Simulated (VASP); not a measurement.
Write the native input for VASP 6.6.1 that does the following.

| Item | Value |
| --- | --- |
| Task | single point |
| Functional | r2SCAN |
| Potentials or basis | VASP PAW PBE potentials, release 64 (Rb_sv, Mg, Sb, O) |
| Cutoff | 520 eV |
| k mesh | 6 × 6 × 6 |
| Occupations | gaussian, width 0.05 eV |
| Spin | no spin polarisation |
| Dipole correction | no |
| Further INCAR settings | ALGO = Normal; EDIFF = 1e-06; NBANDS = 26 |

Crystal: RbMgSbO3.

```
Rb Mg Sb O
1.0
     3.09146    1.78485    4.01866
    -3.09146    1.78485    4.01866
     0.00000   -3.56971    4.01866
Rb Mg Sb O
1 1 1 3
Cartesian
  0.0000 0.0000 10.5850
  0.0000 0.0000 4.0023
  0.0000 0.0000 6.9381
  0.0000 -1.6824 7.8567
  1.4570 0.8412 7.8567
  -1.4570 0.8412 7.8567
```

These files were run (other wordings do the same):

POSCAR

```
RbMgSbO3
1.0
    3.0914557107      1.7848527868      4.0186607574
   -3.0914557107      1.7848527868      4.0186607574
    0.0000000000     -3.5697055735      4.0186607574
Rb Mg Sb O
1 1 1 3
Direct
    0.8779837598      0.8779837598      0.8779837598
    0.3319735932      0.3319735932      0.3319735932
    0.5754906610      0.5754906610      0.5754906610
    0.4945870290      0.4945870290      0.9658740480
    0.9658740480      0.4945870290      0.4945870290
    0.4945870290      0.9658740480      0.4945870290
```

INCAR.step1

```
  ALGO = Normal
  EDIFF = 1E-4
  ENCUT = 520
  GGA = PE
  ISMEAR = 0
  LASPH = T
  LCHARG = F
  LREAL = F
  LWAVE = T
  NBANDS = 26
  NELM = 100
  PREC = Accurate
  SIGMA = 0.05
```

INCAR.step2

```
  ALGO = Normal
  EDIFF = 1E-6
  ENCUT = 520
  ISIF = 2
  ISMEAR = 0
  ISTART = 1
  LASPH = T
  LCHARG = F
  LMIXTAU = T
  LREAL = F
  LWAVE = F
  METAGGA = R2SCAN
  NBANDS = 26
  NELM = 100
  PREC = Accurate
  SIGMA = 0.05
```

KPOINTS

```
k-points
0
Gamma
  6 6 6
```

Potentials or basis: VASP PAW PBE potentials, release 64 (Rb_sv, Mg, Sb, O).

Run with:

```console
$ cat potpaw_PBE.64/Rb_sv/POTCAR potpaw_PBE.64/Mg/POTCAR potpaw_PBE.64/Sb/POTCAR potpaw_PBE.64/O/POTCAR > POTCAR
$ cp INCAR.step1 INCAR
$ mpirun -np 1 vasp_std > vasp.out
$ cp INCAR.step2 INCAR
$ mpirun -np 1 vasp_std > vasp.out
```

It gave:

* Pressure: 0.2 GPa
* Largest force: 0.209 eV/Å
* Band gap on the k mesh: 3.58 eV, direct

Caveat: the PAW data sets were made with another functional, which shifts forces and pressure a little; spin-orbit coupling is left out, which moves the levels of the heavy elements.

It used 580 s of CPU time on 1 thread of AMD EPYC 7R13 Processor (Zen 3) (shared host).
